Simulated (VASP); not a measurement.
# SiC (P6_3mc) in VASP: further runs

SiC is run at these levels: b88 exchange, pbe correlation, LDA; tasks: single point.

Program: VASP 6.6.1. These are calculated values, not measurements. Logs are shortened: lines on timing, memory, paths and dates and some standing lists are left out, and cuts for length are marked.

### 1 The cell of the first run

The structure is hexagonal, space group P6_3mc (No. 186). Conventional cell: a = 3.076 Å, b = 3.076 Å, c = 10.071 Å, α = 90.00°, β = 90.00°, γ = 120.00°. Within 2.5 Å of Si (site symmetry 3m) lie 4 C at 1.88 to 1.89 Å. Within 2.5 Å of Si (site symmetry 3m) lie 4 C at 1.88 to 1.89 Å. C (site symmetry 3m) has 4 Si at 1.88 to 1.89 Å within 2.5 Å. Within 2.5 Å of C (site symmetry 3m) lie 4 Si at 1.88 to 1.89 Å.

### 2 Single point, b88 exchange, pbe correlation

Contents of INCAR:

```
  PREC = Accurate
  ENCUT = 600
  EDIFF = 1E-6
  ISMEAR = -1
  SIGMA = 0.05
  LREAL = F
  LASPH = T
  NELM = 120
  ALGO = Normal
  ISIF = 2
  LWAVE = F
  LCHARG = T
  GGA = LIBXC
  LIBXC1 = GGA_X_B88
  LIBXC2 = GGA_C_PBE
  LELF = T
  LVHAR = T
  NBANDS = 26
  GGA_COMPAT = F
```

Contents of KPOINTS:

```
regular mesh
0
Gamma
  10 10 3
```

Contents of POSCAR:

```
SiC
1.0
    3.0756941497      0.0000000000      0.0000000000
   -1.5378470748      2.6636292679      0.0000000000
    0.0000000000      0.0000000000     10.0706464800
Si C
4 4
Direct
    0.0000000000      0.0000000000      0.1878943800
    0.0000000000      0.0000000000      0.6878943800
    0.3333333333      0.6666666667      0.4378419800
    0.6666666667      0.3333333333      0.9378419800
    0.0000000000      0.0000000000      0.0004600500
    0.0000000000      0.0000000000      0.5004600500
    0.3333333333      0.6666666667      0.2498025900
    0.6666666667      0.3333333333      0.7498025900
```

Potentials or basis: VASP PAW PBE potentials, release 64 (Si, C).

Command:

```bash
$ cat potpaw_PBE.64/Si/POTCAR potpaw_PBE.64/C/POTCAR > POTCAR
$ mpirun -np 1 vasp_std > vasp.out
```

OUTCAR:

```text
PREC = Accurate
   ENCUT = 600
   EDIFF = 1E-6
   ISMEAR = -1
   LREAL = F
   LASPH = T
   NELM = 120
   ISIF = 2
   GGA = LIBXC

 ion  position               nearest neighbor table
   1  0.000  0.000  0.188-   7 1.88   7 1.88   7 1.88   5 1.89   3 3.08   3 3.08   3 3.08   4 3.08
                             4 3.08   4 3.08
   2  0.000  0.000  0.688-   8 1.88   8 1.88   8 1.88   6 1.89   4 3.08   4 3.08   4 3.08   3 3.08
                             3 3.08   3 3.08
   3  0.333  0.667  0.438-   6 1.88   6 1.88   6 1.88   7 1.89   1 3.08   1 3.08   1 3.08   2 3.08
                             2 3.08   2 3.08
   4  0.667  0.333  0.938-   5 1.88   5 1.88   5 1.88   8 1.89   2 3.08   2 3.08   2 3.08   1 3.08
                             1 3.08   1 3.08
   5  0.000  0.000  0.000-   4 1.88   4 1.88   4 1.88   1 1.89
   6  0.000  0.000  0.500-   3 1.88   3 1.88   3 1.88   2 1.89
   7  0.333  0.667  0.250-   1 1.88   1 1.88   1 1.88   3 1.89
   8  0.667  0.333  0.750-   2 1.88   2 1.88   2 1.88   4 1.89

  LATTYP: Found a hexagonal cell.
 ALAT       =     3.0756941497
 C/A-ratio  =     3.2742678530

  Lattice vectors:

 A1 = (   3.0756941497,   0.0000000000,   0.0000000000)
 A2 = (  -1.5378470748,   2.6636292679,   0.0000000000)
 A3 = (   0.0000000000,   0.0000000000,  10.0706464800)

Analysis of symmetry for initial positions (statically):
=====================================================================
 Subroutine PRICEL returns:
 Original cell was already a primitive cell.

 Routine SETGRP: Setting up the symmetry group for a
 hexagonal supercell.

 Subroutine GETGRP returns: Found 12 space group operations
 (whereof  6 operations were pure point group operations)
 out of a pool of 24 trial point group operations.

The static configuration has the point symmetry C_3v.
 The point group associated with its full space group is C_6v.

Analysis of symmetry for dynamics (positions and initial velocities):
=====================================================================
 Subroutine PRICEL returns:
 Original cell was already a primitive cell.

 Routine SETGRP: Setting up the symmetry group for a
 hexagonal supercell.

 Subroutine GETGRP returns: Found 12 space group operations
 (whereof  6 operations were pure point group operations)
 out of a pool of 24 trial point group operations.

The dynamic configuration has the point symmetry C_3v.
 The point group associated with its full space group is C_6v.

 Subroutine INISYM returns: Found 12 space group operations
 (whereof  6 operations are pure point group operations),
 and found     1 'primitive' translations

----------------------------------------------------------------------------------------

                                     Primitive cell

  volume of cell :      82.5039

  direct lattice vectors                    reciprocal lattice vectors
     3.075694150  0.000000000  0.000000000     0.325129857  0.187713811  0.000000000
    -1.537847075  2.663629268  0.000000000     0.000000000  0.375427621  0.000000000
     0.000000000  0.000000000 10.070646480     0.000000000  0.000000000  0.099298491

  length of vectors
     3.075694150  3.075694150 10.070646480     0.375427621  0.375427621  0.099298491

  position of ions in fractional coordinates (direct lattice)
     0.000000000  0.000000000  0.187894380
     0.000000000  0.000000000  0.687894380
     0.333333333  0.666666667  0.437841980
     0.666666667  0.333333333  0.937841980
     0.000000000  0.000000000  0.000460050
     0.000000000  0.000000000  0.500460050
     0.333333333  0.666666667  0.249802590
     0.666666667  0.333333333  0.749802590

  ion indices of the primitive-cell ions
   primitive index   ion index
                 1           1
                 2           2
                 3           3
                 4           4
                 5           5
                 6           6
                 7           7
                 8           8

----------------------------------------------------------------------------------------

 KPOINTS: regular mesh

Automatic generation of k-mesh.
 Grid dimensions read from file:
 generate k-points for:   10   10    3

 Generating k-lattice:

  Cartesian coordinates                     Fractional coordinates (reciprocal lattice)
     0.032512986  0.018771381  0.000000000     0.100000000  0.000000000  0.000000000
     0.000000000  0.037542762  0.000000000     0.000000000  0.100000000  0.000000000
     0.000000000  0.000000000  0.033099497     0.000000000  0.000000000  0.333333333

  Length of vectors
     0.037542762  0.037542762  0.033099497

  Shift w.r.t. Gamma in fractional coordinates (k-lattice)
     0.000000000  0.000000000  0.000000000

 Subroutine IBZKPT returns following result:
 ===========================================

 Found     28 irreducible k-points:

 Following reciprocal coordinates:
            Coordinates               Weight
  0.000000  0.000000  0.000000      1.000000
  0.100000  0.000000  0.000000      6.000000
  0.200000  0.000000  0.000000      6.000000
  0.300000  0.000000  0.000000      6.000000
  0.400000  0.000000  0.000000      6.000000
  0.500000  0.000000  0.000000      3.000000
[... 16 lines left out ...]
  0.300000  0.100000  0.333333     24.000000
  0.400000  0.100000  0.333333     24.000000
 [... further k-points ...]
   k-points           NKPTS =     28   k-points in BZ     NKDIM =     28   number of bands    NBANDS=     26
   number of dos      NEDOS =    301   number of ions     NIONS =      8
   total plane-waves  NPLWV =  62720
   dimension x,y,z NGX =    28 NGY =   28 NGZ =   80
   dimension x,y,z NGXF=    56 NGYF=   56 NGZF=  160
   ions per type =               4   4
   NGX,Y,Z   is equivalent  to a cutoff of  15.13, 15.13, 13.21 a.u.
   NGXF,Y,Z  is equivalent  to a cutoff of  30.27, 30.27, 26.41 a.u.
 SYSTEM =  unknown system
   PREC   = accura    normal or accurate (medium, high low for compatibility)
   ISTART =      0    job   : 0-new  1-cont  2-samecut
   ICHARG =      2    charge: 1-file 2-atom 10-const
   ISPIN  =      1    spin polarized calculation?
   LNONCOLLINEAR =      F non collinear calculations
   LSORBIT =      F    spin-orbit coupling
   LASPH  =      T    aspherical Exc in radial PAW
   ENCUT  =  600.0 eV  44.10 Ry    6.64 a.u.   6.14  6.14 20.11*2*pi/ulx,y,z
   NELM   =    120;   NELMIN=  2; NELMDL= -5     # of ELM steps
   EDIFF  = 0.1E-05   stopping-criterion for ELM
   LREAL  =      F    real-space projection
   EDIFFG = 0.1E-04   stopping-criterion for IOM
   NSW    =      0    number of steps for IOM
   IBRION =     -1    ionic relax: 0-MD 1-quasi-New 2-CG
   NFREE  =      0    steps in history (QN), initial steepest desc. (CG)
   ISIF   =      2    stress and relaxation
   ISYM   =      2    0-nonsym 1-usesym 2-fastsym
   POTIM  = 0.5000    time-step for ionic-motion
   TEBEG  =    0.0;   TEEND  =   0.0 temperature during run
   PSTRESS=    0.0 pullay stress
   NELECT =      32.0000    total number of electrons
   NUPDOWN=      -1.0000    fix difference up-down
   EMIN   =  10.00;   EMAX   =-10.00  energy-range for DOS
   EFERMI =   0.00;   METHOD = LEGACY
   ISMEAR =    -1;   SIGMA  =   0.05  broadening in eV -4-tet -1-fermi 0-gaus
   EFERMI_NEDOS =   21; number of points for ismear=-14 and -15
   IALGO  =     38    algorithm
   IMIX   =      4    mixing-type and parameters
     AMIX     =   0.40;   BMIX     =  1.00
     AMIX_MAG =   1.60;   BMIX_MAG =  1.00
  volume/ion in A,a.u.               =      10.31        69.60
  Fermi-wavevector in a.u.,A,eV,Ry     =   1.193897  2.256138 19.393597  1.425389
  Thomas-Fermi vector in A             =   2.329900
   LORBIT       =      0    0 simple, 1 ext, 2 COOP (PROOUT), +10 PAW based schemes
   GGA     = LIBXC    functional components
   LHFCALC =     F    Hartree Fock is set to
   AEXX    =    0.0000 exact exchange contribution
   IVDW    =     0    specifies the selected vdW correction
   LEPSILON=     F    determine dielectric tensor
   LRPA    =     F    only Hartree local field effects (RPA)
 non-spin polarized calculation
  energy-cutoff  :      600.00
  volume of cell :       82.50
 maximum number of plane-waves:      2776
 NGX is ok and might be reduce to    28
   NGX = 13   NGY = 13   NGZ = 41

 number of electron      32.0000001 magnetization

 Free energy of the ion-electron system (eV)
  ---------------------------------------------------
  ext. energy  EPLUGINS =         0.00000000
  ---------------------------------------------------
  free energy    TOTEN  =       -59.43843580 eV

  energy without entropy =      -59.43843580  energy(sigma->0) =      -59.43843580

 E-fermi :   9.2203     XC(G=0): -11.3889

 val. band max:        8.1861470578   @ k =   0.0000   0.0000   0.0000
 cond. band min:      10.4165157356   @ k =   0.5000   0.0000   0.0000
 fundamental gap:      2.2303686778
 Fermi energy:         9.2203154082

 k-point     1 :       0.0000    0.0000    0.0000
  band No.  band energies     occupation
      1      -7.3155      2.00000
      2      -6.1367      2.00000
      3      -6.1001      2.00000
      4      -3.7448      2.00000
      5      -0.4324      2.00000
      6       3.8016      2.00000
[... 18 lines left out ...]
     25      15.6102      0.00000
     26      16.2689      0.00000

 k-point     2 :       0.1000    0.0000    0.0000
  band No.  band energies     occupation
      1      -7.1416      2.00000
      2      -5.9687      2.00000
      3      -5.9313      2.00000
      4      -3.5985      2.00000
      5      -0.2729      2.00000
      6       3.8509      2.00000
[... 18 lines left out ...]
     25      15.8058      0.00000
[... 608 lines left out ...]
     25      16.5092      0.00000
     26      17.5198      0.00000

 k-point    24 :       0.4000    0.1000    0.3333
  band No.  band energies     occupation
      1      -3.9748      2.00000
      2      -3.6857      2.00000
      3      -2.7856      2.00000
      4      -2.4156      2.00000
      5       0.0475      2.00000
      6       0.4000      2.00000
[... 18 lines left out ...]
     25      16.1750      0.00000
     26      17.0690      0.00000

 [... further k-points ...]

------------------------ aborting loop because EDIFF is reached ----------------------------------------

  FORCE on cell =-STRESS in cart. coord.  units (eV):
  Direction    XX          YY          ZZ          XY          YZ          ZX
  --------------------------------------------------------------------------------------
  -------------------------------------------------------------------------------------
  Total        2.0063791      2.0063791      1.9501465      0.0000000      0.0000000      0.0000000
  in kB       38.9627240     38.9627240     37.8707185      0.0000000      0.0000000      0.0000000
  external PRESSURE =      38.5987222 kB  Pullay stress =       0.0000000 kB

 VOLUME and BASIS-vectors are now :
 -----------------------------------------------------------------------------
  energy-cutoff  :      600.00
  volume of cell :       82.50
      direct lattice vectors                 reciprocal lattice vectors
     3.075694150  0.000000000  0.000000000     0.325129857  0.187713811  0.000000000
    -1.537847075  2.663629268  0.000000000     0.000000000  0.375427621  0.000000000
     0.000000000  0.000000000 10.070646480     0.000000000  0.000000000  0.099298491

 POSITION                                       TOTAL-FORCE (eV/Angst)
 -----------------------------------------------------------------------------------
      0.00000      0.00000      1.89222        -0.000000      0.000000      0.000615
      0.00000      0.00000      6.92754         0.000000      0.000000      0.000615
     -0.00000      1.77575      4.40935         0.000000      0.000000     -0.004062
      1.53785      0.88788      9.44468        -0.000000     -0.000000     -0.004062
      0.00000      0.00000      0.00463        -0.000000     -0.000000     -0.001571
      0.00000      0.00000      5.03996         0.000000      0.000000     -0.001571
     -0.00000      1.77575      2.51567         0.000000      0.000000      0.005018
      1.53785      0.88788      7.55100        -0.000000     -0.000000      0.005018
 -----------------------------------------------------------------------------------
    total drift:                                0.000000      0.000000     -0.000027

  FREE ENERGIE OF THE ION-ELECTRON SYSTEM (eV)
  ---------------------------------------------------
  free  energy   TOTEN  =       -59.4384357967 eV

  energy  without entropy=      -59.4384357967  energy(sigma->0) =      -59.43843580
```

Wall time 60 s (1 thread of AMD EPYC 7R13 (Zen 3), shared host); peak memory 0.22 GiB.

Results:

| Item | Value |
| --- | --- |
| Free energy | -59.4384 eV |
| Pressure | 3.9 GPa |
| Largest force | 0.005 eV/Å |
| Band gap on the k mesh | 2.23 eV (least direct gap 3.35 eV) |

Forces on the atoms (eV/Å):
```
Si   0.000  0.000  0.001
Si   0.000  0.000  0.001
Si   0.000  0.000 -0.004
Si   0.000  0.000 -0.004
C    0.000  0.000 -0.002
C    0.000  0.000 -0.002
C    0.000  0.000  0.005
C    0.000  0.000  0.005
```

Levels at points of the mesh, in eV from the valence-band top:
| k point | band 12 | band 13 | band 14 | band 15 | band 16 | band 17 | band 18 | band 19 | band 20 | band 21 |
| --- | --- | --- | --- | --- | --- | --- | --- | --- | --- | --- |
| (0.00, 0.00, 0.00) | -0.58 | -0.58 | -0.05 | 0.00 | 0.00 | 5.12 | 5.70 | 6.31 | 6.34 | 7.00 |
| (0.50, 0.00, 0.00) | -2.39 | -2.36 | -2.22 | -1.57 | -1.12 | 2.23 | 2.36 | 4.24 | 4.77 | 5.32 |

Caveat: the cell stands under pressure; the PAW data sets were made with another functional, which shifts forces and pressure a little; an odd mesh through Γ misses points on the zone boundary, where band edges can lie.

### 3 Single point, LDA

Contents of INCAR:

```
PREC = Accurate
ENCUT = 520
EDIFF = 1E-6
ISMEAR = -1
SIGMA = 0.05
LREAL = F
LASPH = T
NELM = 80
ALGO = Normal
ISIF = 2
LWAVE = F
LCHARG = F
NBANDS = 26
```

Contents of KPOINTS:

```
Automatic mesh
0
Gamma
  10 10 3
```

POSCAR is that of step 2.

Potentials or basis: VASP PAW LDA potentials, release 64 (Si, C).

Command:

```bash
$ cat potpaw_LDA.64/Si/POTCAR potpaw_LDA.64/C/POTCAR > POTCAR
$ mpirun -np 1 vasp_std > vasp.out
```

It took 63 s on 1 thread of AMD EPYC 7R13, shared host; peak memory 0.16 GiB.

It converged, with:

| Item | Value |
| --- | --- |
| Free energy | -66.5676 eV |
| Pressure | -3.4 GPa |
| Largest force | 0.005 eV/Å |
| Band gap on the k mesh | 2.17 eV (least direct gap 3.29 eV) |

Forces in eV/Å, atoms in the order of the input:
```
Si   0.000  0.000 -0.003
Si   0.000  0.000 -0.003
Si   0.000  0.000  0.005
Si   0.000  0.000  0.005
C    0.000  0.000 -0.002
C    0.000  0.000 -0.002
C    0.000  0.000  0.001
C    0.000  0.000  0.001
```

Levels at points of the mesh, in eV from the valence-band top:
```
           k point  band 12  band 13  band 14  band 15  band 16  band 17  band 18  band 19  band 20  band 21
(0.00, 0.00, 0.00)    -0.59    -0.59    -0.05     0.00     0.00     5.07     5.65     6.28     6.36     6.88
(0.50, 0.00, 0.00)    -2.40    -2.37    -2.22    -1.58    -1.12     2.17     2.28     4.13     4.67     5.20
```

Caveat: the cell stands under tension; an odd mesh through Γ misses points on the zone boundary, where band edges can lie.
